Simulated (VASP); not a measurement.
# Y (P6_3/mmc) in VASP: notebook, part 2 of 2

VASP 6.6.1. Earlier steps stand in the parts before.

### Step 3. Relaxation of cell and atoms, LDA

INCAR

```
SYSTEM = Y
PREC = Accurate
ENCUT = 500
EDIFF = 1E-7
ISMEAR = -1
SIGMA = 0.15
LREAL = .FALSE.
LASPH = .TRUE.
NELM = 120
ALGO = Normal
ISIF = 3
LWAVE = .FALSE.
LCHARG = .FALSE.
IBRION = 2
NSW = 80
EDIFFG = -0.001
GGA_COMPAT = .FALSE.
NELMIN = 4
```

KPOINTS

```
Automatic mesh
0
G
  21 21 12
  0 0 0
```

POSCAR

```
Y
1.0
    3.5405773846      0.0000000028      0.0000000000
   -1.7702886947      3.0662299577      0.0000000000
    0.0000000000      0.0000000000      5.5124687916
Y
2
Direct
    0.3333333333      0.6666666667      0.2500000000
    0.6666666667      0.3333333333      0.7500000000
```

Potentials or basis: VASP PAW LDA potentials, release 64 (Y_sv).

The run is started by

```console
> cat potpaw_LDA.64/Y_sv/POTCAR > POTCAR
> mpirun -np 1 vasp_std > vasp.out
```

OUTCAR:

```text
SYSTEM = Y
   PREC = Accurate
   ENCUT = 500
   EDIFF = 1E-7
   ISMEAR = -1
   LREAL = .FALSE.
   LASPH = .TRUE.
   NELM = 120
   ISIF = 3
   IBRION = 2
   NSW = 80
   EDIFFG = -0.001
   NELMIN = 4

 ion  position               nearest neighbor table
   1  0.333  0.667  0.250-   2 3.43   2 3.43   2 3.43   2 3.43   2 3.43   2 3.43
   2  0.667  0.333  0.750-   1 3.43   1 3.43   1 3.43   1 3.43   1 3.43   1 3.43

  LATTYP: Found a hexagonal cell.
 ALAT       =     3.5405773846
 C/A-ratio  =     1.5569406322

  Lattice vectors:

 A1 = (   3.5405773846,   0.0000000028,   0.0000000000)
 A2 = (  -1.7702886947,   3.0662299577,   0.0000000000)
 A3 = (   0.0000000000,   0.0000000000,   5.5124687916)

Analysis of symmetry for initial positions (statically):
=====================================================================
 Subroutine PRICEL returns:
 Original cell was already a primitive cell.

 Routine SETGRP: Setting up the symmetry group for a
 hexagonal supercell.

 Subroutine GETGRP returns: Found 24 space group operations
 (whereof 12 operations were pure point group operations)
 out of a pool of 24 trial point group operations.

The static configuration has the point symmetry D_3d.
 The point group associated with its full space group is D_6h.

Analysis of symmetry for dynamics (positions and initial velocities):
=====================================================================
 Subroutine PRICEL returns:
 Original cell was already a primitive cell.

 Routine SETGRP: Setting up the symmetry group for a
 hexagonal supercell.

 Subroutine GETGRP returns: Found 24 space group operations
 (whereof 12 operations were pure point group operations)
 out of a pool of 24 trial point group operations.

The dynamic configuration has the point symmetry D_3d.
 The point group associated with its full space group is D_6h.

 Subroutine INISYM returns: Found 24 space group operations
 (whereof 12 operations are pure point group operations),
 and found     1 'primitive' translations

----------------------------------------------------------------------------------------

                                     Primitive cell

  volume of cell :      59.8446

  direct lattice vectors                    reciprocal lattice vectors
     3.540577385  0.000000003  0.000000000     0.282439809  0.163066700  0.000000000
    -1.770288695  3.066229958  0.000000000    -0.000000000  0.326133399  0.000000000
     0.000000000  0.000000000  5.512468792     0.000000000  0.000000000  0.181406923

  length of vectors
     3.540577385  3.540577385  5.512468792     0.326133399  0.326133399  0.181406923

  position of ions in fractional coordinates (direct lattice)
     0.333333333  0.666666667  0.250000000
     0.666666667  0.333333333  0.750000000

  ion indices of the primitive-cell ions
   primitive index   ion index
                 1           1
                 2           2

----------------------------------------------------------------------------------------

 KPOINTS: Automatic mesh

Automatic generation of k-mesh.
 Grid dimensions read from file:
 generate k-points for:   21   21   12

 Generating k-lattice:

  Cartesian coordinates                     Fractional coordinates (reciprocal lattice)
     0.013449515  0.007765081  0.000000000     0.047619048  0.000000000  0.000000000
    -0.000000000  0.015530162  0.000000000    -0.000000000  0.047619048  0.000000000
     0.000000000  0.000000000  0.015117244     0.000000000  0.000000000  0.083333333

  Length of vectors
     0.015530162  0.015530162  0.015117244

  Shift w.r.t. Gamma in fractional coordinates (k-lattice)
     0.000000000  0.000000000  0.000000000

 Subroutine IBZKPT returns following result:
 ===========================================

 Found    336 irreducible k-points:

 Following reciprocal coordinates:
            Coordinates               Weight
  0.000000  0.000000  0.000000      1.000000
  0.047619  0.000000  0.000000      6.000000
  0.095238  0.000000  0.000000      6.000000
  0.142857  0.000000  0.000000      6.000000
  0.190476  0.000000  0.000000      6.000000
  0.238095  0.000000  0.000000      6.000000
[... 16 lines left out ...]
  0.142857  0.095238  0.000000     12.000000
  0.190476  0.095238  0.000000     12.000000
 [... further k-points ...]
   k-points           NKPTS =    336   k-points in BZ     NKDIM =    336   number of bands    NBANDS=     15
   number of dos      NEDOS =    301   number of ions     NIONS =      2
   total plane-waves  NPLWV =  31360
   dimension x,y,z NGX =    28 NGY =   28 NGZ =   40
   dimension x,y,z NGXF=    56 NGYF=   56 NGZF=   80
   ions per type =               2
   NGX,Y,Z   is equivalent  to a cutoff of  13.15, 13.15, 12.06 a.u.
   NGXF,Y,Z  is equivalent  to a cutoff of  26.29, 26.29, 24.13 a.u.
 SYSTEM =  Y
   PREC   = accura    normal or accurate (medium, high low for compatibility)
   ISTART =      0    job   : 0-new  1-cont  2-samecut
   ICHARG =      2    charge: 1-file 2-atom 10-const
   ISPIN  =      1    spin polarized calculation?
   LNONCOLLINEAR =      F non collinear calculations
   LSORBIT =      F    spin-orbit coupling
   LASPH  =      T    aspherical Exc in radial PAW
   ENCUT  =  500.0 eV  36.75 Ry    6.06 a.u.   6.46  6.46 10.05*2*pi/ulx,y,z
   NELM   =    120;   NELMIN=  4; NELMDL= -5     # of ELM steps
   EDIFF  = 0.1E-06   stopping-criterion for ELM
   LREAL  =      F    real-space projection
   EDIFFG = -.1E-02   stopping-criterion for IOM
   NSW    =     80    number of steps for IOM
   IBRION =      2    ionic relax: 0-MD 1-quasi-New 2-CG
   NFREE  =      1    steps in history (QN), initial steepest desc. (CG)
   ISIF   =      3    stress and relaxation
   ISYM   =      2    0-nonsym 1-usesym 2-fastsym
   POTIM  = 0.5000    time-step for ionic-motion
   TEBEG  =    0.0;   TEEND  =   0.0 temperature during run
   PSTRESS=    0.0 pullay stress
   NELECT =      22.0000    total number of electrons
   NUPDOWN=      -1.0000    fix difference up-down
   EMIN   =  10.00;   EMAX   =-10.00  energy-range for DOS
   EFERMI =   0.00;   METHOD = LEGACY
   ISMEAR =    -1;   SIGMA  =   0.15  broadening in eV -4-tet -1-fermi 0-gaus
   EFERMI_NEDOS =   21; number of points for ismear=-14 and -15
   IALGO  =     38    algorithm
   IMIX   =      4    mixing-type and parameters
     AMIX     =   0.40;   BMIX     =  1.00
     AMIX_MAG =   1.60;   BMIX_MAG =  1.00
  volume/ion in A,a.u.               =      29.92       201.93
  Fermi-wavevector in a.u.,A,eV,Ry     =   1.172755  2.216186 18.712841  1.375355
  Thomas-Fermi vector in A             =   2.309179
   LORBIT       =      0    0 simple, 1 ext, 2 COOP (PROOUT), +10 PAW based schemes
   GGA     = CA    functional components
   LHFCALC =     F    Hartree Fock is set to
   AEXX    =    0.0000 exact exchange contribution
   IVDW    =     0    specifies the selected vdW correction
   LEPSILON=     F    determine dielectric tensor
   LRPA    =     F    only Hartree local field effects (RPA)
 conjugate gradient relaxation of ions
 non-spin polarized calculation
  energy-cutoff  :      500.00
  volume of cell :       59.84
 maximum number of plane-waves:      1546
 NGX is ok and might be reduce to    28
   NGX = 13   NGY = 13   NGZ = 21

--------------------------------------- Ionic step        1  -------------------------------------------

 number of electron      22.0000000 magnetization

 Free energy of the ion-electron system (eV)
  ---------------------------------------------------
  ext. energy  EPLUGINS =         0.00000000
  ---------------------------------------------------
  free energy    TOTEN  =       -14.02015715 eV

  energy without entropy =      -13.78435593  energy(sigma->0) =      -13.90225654

 E-fermi :   3.2940     XC(G=0): -10.0100

 val. band max:        3.2925086595   @ k =   0.1905   0.1429   0.0000
 cond. band min:       3.2970155481   @ k =   0.3810   0.1905   0.4167
 fundamental gap:      0.0045068886
 Fermi energy:         3.2939624457

 k-point     1 :       0.0000    0.0000    0.0000
  band No.  band energies     occupation
      1     -38.9392      2.00000
      2     -38.8234      2.00000
      3     -19.4845      2.00000
      4     -18.8190      2.00000
      5     -18.8190      2.00000
      6     -18.6930      2.00000
      7     -18.6930      2.00000
      8     -18.6486      2.00000
      9      -1.5140      2.00000
     10       1.2846      2.00000
     11       4.6293      0.00027
     12       5.0581      0.00002
[... 963 lines left out ...]
  energy  without entropy=      -13.7831574083  energy(sigma->0) =      -13.90189365

--------------------------------------- Ionic step        4  -------------------------------------------

 number of electron      22.0000001 magnetization

 Free energy of the ion-electron system (eV)
  ---------------------------------------------------
  ext. energy  EPLUGINS =         0.00000000
  ---------------------------------------------------
  free energy    TOTEN  =       -14.02068406 eV

  energy without entropy =      -13.78335056  energy(sigma->0) =      -13.90201731

 E-fermi :   3.2876     XC(G=0): -10.0026

 val. band max:        3.2862283971   @ k =   0.1905   0.1429   0.4167
 cond. band min:       3.2879119441   @ k =   0.3810   0.1905   0.4167
 fundamental gap:      0.0016835470
 Fermi energy:         3.2875719805

 k-point     1 :       0.0000    0.0000    0.0000
  band No.  band energies     occupation
      1     -38.9505      2.00000
      2     -38.8390      2.00000
      3     -19.4862      2.00000
      4     -18.8248      2.00000
      5     -18.8248      2.00000
      6     -18.7046      2.00000
      7     -18.7046      2.00000
      8     -18.6678      2.00000
      9      -1.5219      2.00000
     10       1.2692      2.00000
     11       4.5559      0.00043
     12       5.0625      0.00001
[... 446 lines left out ...]
  FREE ENERGIE OF THE ION-ELECTRON SYSTEM (eV)
  ---------------------------------------------------
  free  energy   TOTEN  =       -14.0206840579 eV

  energy  without entropy=      -13.7833505627  energy(sigma->0) =      -13.90201731

 reached required accuracy - stopping structural energy minimisation
```

OSZICAR:

```text
N       E                     dE             d eps       ncg     rms          rms(c)
DAV:   1     0.861320143343E+02    0.86132E+02   -0.11561E+04 10088   0.137E+03
DAV:   2    -0.704813898421E+01   -0.93180E+02   -0.92222E+02 12541   0.285E+02
DAV:   3    -0.142526592821E+02   -0.72045E+01   -0.71332E+01 19057   0.477E+01
DAV:   4    -0.143849056899E+02   -0.13225E+00   -0.13218E+00 11111   0.728E+00
[... 34 lines left out ...]
DAV:   4    -0.140206467896E+02   -0.25066E-04   -0.96693E-05 11292   0.673E-02    0.378E-02
DAV:   5    -0.140206846241E+02   -0.37835E-04   -0.93091E-05 16737   0.453E-02    0.148E-02
DAV:   6    -0.140206838283E+02    0.79576E-06   -0.24201E-06 11112   0.112E-02    0.101E-02
DAV:   7    -0.140206840537E+02   -0.22534E-06   -0.14779E-06 10878   0.106E-02    0.406E-03
DAV:   8    -0.140206840579E+02   -0.42010E-08   -0.43758E-08  5684   0.174E-03
   4 F= -.14020684E+02 E0= -.13902017E+02  d E =-.541580E-04
```

Run time: 9.6 min. Hardware: 1 thread of Intel Xeon Platinum 8259CL at 2.50GHz (Skylake/Cascade Lake), shared host; peak memory 0.39 GiB.

Results:

```
Free energy                           : -14.0207 eV
Relaxed volume                        : 29.98 Å³/atom
Relaxed cell                          : a = 3.533 Å, b = 3.533 Å, c = 5.546 Å, α = 90.00°, β = 90.00°, γ = 120.00°
Space group after relaxing (to 0.1 Å) : P6_3/mmc (No. 194)
Energy gained by relaxing             : 0.3 meV/atom
Ionic steps                           : 4
Pressure after relaxing               : 0.0 GPa
Band gap on the k mesh                : zero (bands 11 and 12 overlap by 1.69 eV)
```

The path:
```tsv
step	energy change (eV)	largest force (eV/Å)	pressure (GPa)	volume (Å³)
1	0.0000	0.0000	0.10	59.84
2	-0.0004	0.0000	-0.03	60.01
3	-0.0005	0.0000	-0.09	60.09
4	-0.0005	0.0000	0.00	59.96
```

Final structure:
```yaml
crystal:
  lattice:
    - [3.53323, 0.00000, 0.00000]
    - [-1.76662, 3.05987, 0.00000]
    - [0.00000, 0.00000, 5.54585]
  atoms:
    - { symbol: Y, position: [0.33333, 0.66667, 0.25000] }
    - { symbol: Y, position: [0.66667, 0.33333, 0.75000] }
```
